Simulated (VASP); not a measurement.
# CaB15N16 (a cell with a defect) in VASP: notebook, part 2 of 2

VASP 6.6.1. The steps go on from the part before.

## Step 3: Single point, PBE

File INCAR:

```
SYSTEM = CaB15N16
  PREC = Accurate
  ENCUT = 520
  EDIFF = 1E-6
  ISMEAR = 0
  SIGMA = 0.01
  LREAL = Auto
  LASPH = .TRUE.
  NELM = 120
  ALGO = Normal
  ISIF = 2
  LWAVE = .FALSE.
  LCHARG = .FALSE.
  GGA = PE
  NBANDS = 90
  NELECT = 134.0
  GGA_COMPAT = .FALSE.
  ISYM = -1
```

File KPOINTS:

```
explicit points
1
Reciprocal
  0.25000000   0.25000000   0.25000000 1
```

File POSCAR:

```
CaB15N16
1.0
   -3.6241103844      3.6241103844     -3.6241103844
    3.6241103844      3.6241103844      3.6241103844
    3.6241103844     -3.6241103844     -3.6241103844
B Ca N
15 1 16
Direct
   -0.0117506330     -0.0089258129     -0.0031318619
   -0.0119779456      0.2500917803      0.7563599609
    0.0047763955      0.5085412124      0.4978504125
   -0.0122131980      0.7433966196      0.2384445817
    0.2398013349     -0.0078305166      0.7576820661
    0.2466873877      0.5082420421      0.2559228050
    0.2499532312      0.7498135489      0.0008211757
    0.5067042954     -0.0082764315      0.4904977681
    0.5051879479      0.2495162467      0.2385631645
    0.4977293797      0.5078933090      0.0156081148
    0.4939814459      0.7562030692      0.7450304294
    0.7466198899     -0.0086606957      0.2390776439
    0.7419273925      0.2498054147     -0.0071979302
    0.7644591648      0.5074203057      0.7482639261
    0.7498863568      0.7497938761      0.5007467584
    0.2963704775      0.2497521916      0.5472112795
   -0.0416001877     -0.0416817294      0.2086002886
   -0.0068712267      0.2497019650      0.0105879992
    0.0091241948      0.5038819872      0.7532249292
   -0.0061799135      0.7532556602      0.4982605794
    0.2482816073     -0.0042858778      0.0058761578
    0.2332885406      0.2504816542      0.8248344696
    0.2492512108      0.5412585973      0.5007244374
    0.2474868173      0.7527921635      0.2446604587
    0.4974032650      0.0105632157      0.7480740366
    0.5733321539      0.2491155919      0.4834666531
    0.5021977960      0.5035751106      0.2601900621
    0.4908144246      0.7468235670     -0.0046475886
    0.7555968487     -0.0039629811      0.4992834352
    0.7598412894      0.2498979135      0.2441029371
    0.7364635065      0.4890498764     -0.0124959933
    0.7439392837      0.7463367666      0.7412045089
```

Potentials or basis: VASP PAW PBE potentials, release 64 (B, Ca_sv, N).

Command:

```bash
$ cat potpaw_PBE.64/B/POTCAR potpaw_PBE.64/Ca_sv/POTCAR potpaw_PBE.64/N/POTCAR > POTCAR
$ mpirun -np 1 vasp_std > vasp.out
```

OUTCAR:

```text
SYSTEM = CaB15N16
   PREC = Accurate
   ENCUT = 520
   EDIFF = 1E-6
   ISMEAR = 0
   LREAL = Auto
   LASPH = .TRUE.
   NELM = 120
   ISIF = 2
   GGA = PE
   NELECT = 134.0
   ISYM = -1

 ion  position               nearest neighbor table
   1  0.988  0.991  0.997-  17 1.47  32 1.56  18 1.59  21 1.60
   2  0.988  0.250  0.756-  22 1.45  19 1.56  29 1.56  18 1.59
   3  0.005  0.509  0.498-  23 1.47  20 1.56  30 1.59  19 1.60
   4  0.988  0.743  0.238-  17 1.48  31 1.58  24 1.60  20 1.60  16 2.63
   5  0.240  0.992  0.758-  21 1.53  22 1.55  20 1.56  25 1.61  16 2.42
[... 289 lines left out ...]
  Total       23.4734483     23.4052842     23.0212398     -7.0937009     -0.0047383     -0.0029130
  in kB      197.5255284    196.9519383    193.7202623    -59.6924237     -0.0398720     -0.0245128
  external PRESSURE =     196.0659097 kB  Pullay stress =       0.0000000 kB

 VOLUME and BASIS-vectors are now :
 -----------------------------------------------------------------------------
  energy-cutoff  :      520.00
  volume of cell :      190.40
      direct lattice vectors                 reciprocal lattice vectors
    -3.624110384  3.624110384 -3.624110384     0.000000000  0.137964893 -0.137964893
     3.624110384  3.624110384  3.624110384     0.137964893  0.137964893  0.000000000
     3.624110384 -3.624110384 -3.624110384     0.137964893  0.000000000 -0.137964893

 POSITION                                       TOTAL-FORCE (eV/Angst)
 -----------------------------------------------------------------------------------
      3.62300      3.56053     -3.60252        -0.004386      0.017416      0.002707
      0.06679      1.74593     -5.41547         0.008105     -0.014930      0.022038
      3.62996      0.05605      0.02143         0.002779     -0.021008      0.003003
     -0.02155      5.40985     -1.74985        -0.010247     -0.010487     -0.012455
      5.47259      1.71887     -0.01926        -0.021219     -0.003530     -0.006205
      1.87540      1.80846      0.02041        -0.020606      0.007263      0.004222
[... 24 lines left out ...]
      2.68217      0.86257     -4.47548         0.000020      0.009418      0.003067
      2.69490      2.71472     -2.67752         0.004849     -0.005150      0.000392
 -----------------------------------------------------------------------------------
    total drift:                               -0.001402      0.002198      0.002569

  FREE ENERGIE OF THE ION-ELECTRON SYSTEM (eV)
  ---------------------------------------------------
  free  energy   TOTEN  =      -270.4208561503 eV

  energy  without entropy=     -270.4208561503  energy(sigma->0) =     -270.42085615
```

OSZICAR:

```text
N       E                     dE             d eps       ncg     rms          rms(c)
DAV:   1     0.740279813679E+03    0.74028E+03   -0.70905E+04   180   0.148E+03
DAV:   2    -0.222742297914E+03   -0.96302E+03   -0.92328E+03   214   0.366E+02
DAV:   3    -0.284536489116E+03   -0.61794E+02   -0.61169E+02   224   0.950E+01
DAV:   4    -0.286511792097E+03   -0.19753E+01   -0.19714E+01   280   0.136E+01
DAV:   5    -0.286547516873E+03   -0.35725E-01   -0.35719E-01   232   0.150E+00    0.273E+01
DAV:   6    -0.271736460767E+03    0.14811E+02   -0.42386E+01   208   0.216E+01    0.130E+01
DAV:   7    -0.270670016249E+03    0.10664E+01   -0.59725E+00   216   0.882E+00    0.802E+00
DAV:   8    -0.270438100388E+03    0.23192E+00   -0.11205E+00   208   0.399E+00    0.269E+00
DAV:   9    -0.270421779850E+03    0.16321E-01   -0.17272E-01   208   0.185E+00    0.645E-01
DAV:  10    -0.270422458816E+03   -0.67897E-03   -0.87073E-02   208   0.878E-01    0.531E-01
DAV:  11    -0.270420506912E+03    0.19519E-02   -0.30728E-02   216   0.437E-01    0.239E-01
DAV:  12    -0.270420673985E+03   -0.16707E-03   -0.22504E-03   208   0.176E-01    0.102E-01
DAV:  13    -0.270420825511E+03   -0.15153E-03   -0.48613E-04   216   0.805E-02    0.333E-02
DAV:  14    -0.270420849564E+03   -0.24054E-04   -0.52529E-05   232   0.241E-02    0.165E-02
DAV:  15    -0.270420855098E+03   -0.55339E-05   -0.72292E-06   208   0.107E-02    0.743E-03
DAV:  16    -0.270420856158E+03   -0.10594E-05   -0.23469E-06   152   0.632E-03    0.150E-03
DAV:  17    -0.270420856150E+03    0.73378E-08   -0.33788E-07   120   0.265E-03
   1 F= -.27042086E+03 E0= -.27042086E+03  d E =-.125358E-22
```

stdout:

```text
POSCAR found type information on POSCAR B CaN
 POSCAR found :  3 types and      32 ions
 scaLAPACK will be used
 LDA part: xc-table for (Slater+PW92), standard interpolation
 POSCAR, INCAR and KPOINTS ok, starting setup
 FFT: planning ... GRIDC
 FFT: planning ... GRID_SOFT
 FFT: planning ... GRID
 WAVECAR not read
 entering main loop
 the old and the new charge density differ
 old charge density:   135.00000 new  134.00000
    0.273E+01
```

Wall time 40 s (1 thread of Intel Xeon 6975P-C (Granite Rapids), shared host); peak memory 0.32 GiB.

What came out:

```yaml
Free_energy: -270.4209 eV
Largest_force: 0.130 eV/Å
```

Forces on the atoms (eV/Å):
```
B   -0.004  0.017  0.003
B    0.008 -0.015  0.022
B    0.003 -0.021  0.003
B   -0.010 -0.010 -0.012
B   -0.021 -0.004 -0.006
B   -0.021  0.007  0.004
B   -0.003  0.001  0.000
B   -0.004 -0.020 -0.010
B   -0.008  0.014  0.017
B    0.004  0.018 -0.010
B    0.008  0.011 -0.016
B    0.023 -0.005  0.002
B   -0.002  0.002 -0.008
B    0.023  0.003 -0.008
B   -0.001  0.003  0.001
Ca   0.001  0.002  0.041
N   -0.018 -0.039  0.031
N   -0.003  0.006 -0.007
N   -0.014  0.002  0.002
N   -0.005  0.005  0.001
N    0.017 -0.001  0.002
N    0.079 -0.090 -0.051
N    0.022  0.036  0.031
N    0.008 -0.007  0.004
N   -0.002 -0.010  0.003
N   -0.079  0.091 -0.045
N    0.001 -0.012  0.003
N   -0.008  0.006  0.005
N   -0.002  0.008  0.004
N    0.004 -0.005 -0.006
N    0.000  0.009  0.003
N    0.005 -0.005  0.000
```

Levels at points of the mesh, in eV from the Fermi level:
```tsv
k point	band 63	band 64	band 65	band 66	band 67	band 68	band 69	band 70	band 71	band 72
(0.25, 0.25, 0.25)	-1.55	-1.48	-1.40	-0.28	-0.07	0.08	5.75	5.81	6.33	6.49
```

Caveat: the cell carries a net charge on a neutralising background, which shifts energy and pressure; the cell is charged against a uniform background, so pressure and absolute levels hang on convention.

## Step 4: Single point, HSE06

POSCAR is that of step 3.

File INCAR.step1:

```
PREC     = Accurate       # precision mode
ENCUT    = 520            # plane-wave cutoff, eV
EDIFF    = 1E-5           # SCF threshold, eV
ISMEAR   = -1             # smearing method
SIGMA    = 0.01           # smearing width, eV
LREAL    = Auto         
LASPH    = T              # aspherical terms in the spheres
NELM     = 120            # most SCF steps
ALGO     = Normal         # electronic algorithm
ISIF     = 2              # what is computed and relaxed
LWAVE    = T              # write WAVECAR
LCHARG   = F              # write CHGCAR
GGA      = PE             # functional
NELECT   = 134.0        
NBANDS   = 90             # bands
GGA_COMPAT= F            
ISYM     = -1
```

File INCAR.step2:

```
PREC     = Accurate       # precision mode
ENCUT    = 520            # plane-wave cutoff, eV
EDIFF    = 1E-6           # SCF threshold, eV
ISMEAR   = -1             # smearing method
SIGMA    = 0.01           # smearing width, eV
LREAL    = Auto         
LASPH    = T              # aspherical terms in the spheres
NELM     = 120            # most SCF steps
ALGO     = Normal         # electronic algorithm
ISIF     = 2              # what is computed and relaxed
LWAVE    = F              # write WAVECAR
LCHARG   = F              # write CHGCAR
GGA      = PE             # functional
LHFCALC  = T              # exact exchange
HFSCREEN = 0.2079         # screening, 1/A
PRECFOCK = Fast         
ISTART   = 1            
NELECT   = 134.0        
NBANDS   = 90             # bands
GGA_COMPAT= F            
ISYM     = -1
```

KPOINTS is that of step 3.

Command:

```bash
$ cat potpaw_PBE.64/B/POTCAR potpaw_PBE.64/Ca_sv/POTCAR potpaw_PBE.64/N/POTCAR > POTCAR
$ cp INCAR.step1 INCAR
$ mpirun -np 1 vasp_std > vasp.out
$ cp INCAR.step2 INCAR
$ mpirun -np 1 vasp_std > vasp.out
```

Wall time 1.7 min (1 thread of Intel Xeon 6975P-C (Granite Rapids), shared host); peak memory 0.47 GiB.

It converged, with:

```
Free energy   : -316.8873 eV
Largest force : 0.147 eV/Å
```

Forces on the atoms (eV/Å):
```
B   -0.011 -0.064  0.004
B   -0.006 -0.006  0.007
B    0.010  0.060  0.004
B   -0.014 -0.019  0.049
B    0.002 -0.112 -0.080
B    0.056  0.015 -0.004
B   -0.003  0.001 -0.017
B   -0.117  0.013 -0.089
B    0.006  0.005  0.002
B    0.116 -0.016 -0.089
B    0.012  0.020  0.046
B   -0.055 -0.012 -0.006
B   -0.002  0.002  0.015
B    0.001  0.112 -0.082
B   -0.001  0.004 -0.013
Ca   0.002  0.002 -0.115
N   -0.026 -0.099  0.061
N   -0.047  0.061 -0.019
N    0.006 -0.050  0.016
N    0.012 -0.011 -0.008
N   -0.002  0.051  0.016
N    0.034 -0.087  0.064
N    0.030  0.096  0.061
N    0.000  0.011  0.009
N    0.043  0.012  0.031
N   -0.033  0.088  0.071
N   -0.047  0.017  0.024
N   -0.001 -0.012  0.010
N    0.046 -0.021  0.025
N    0.048 -0.061 -0.017
N   -0.046 -0.013  0.032
N   -0.012  0.011 -0.008
```

Levels at points of the mesh, in eV from the Fermi level:
```csv
k point,band 65,band 66,band 67,band 68,band 69,band 70
"(0.25, 0.25, 0.25)",-1.52,-0.51,-0.32,1.02,7.28,7.35
```

Caveat: the cell carries a net charge on a neutralising background, which shifts energy and pressure; the cell is charged against a uniform background, so pressure and absolute levels hang on convention; the PAW data sets were made with another functional, which shifts forces and pressure a little.
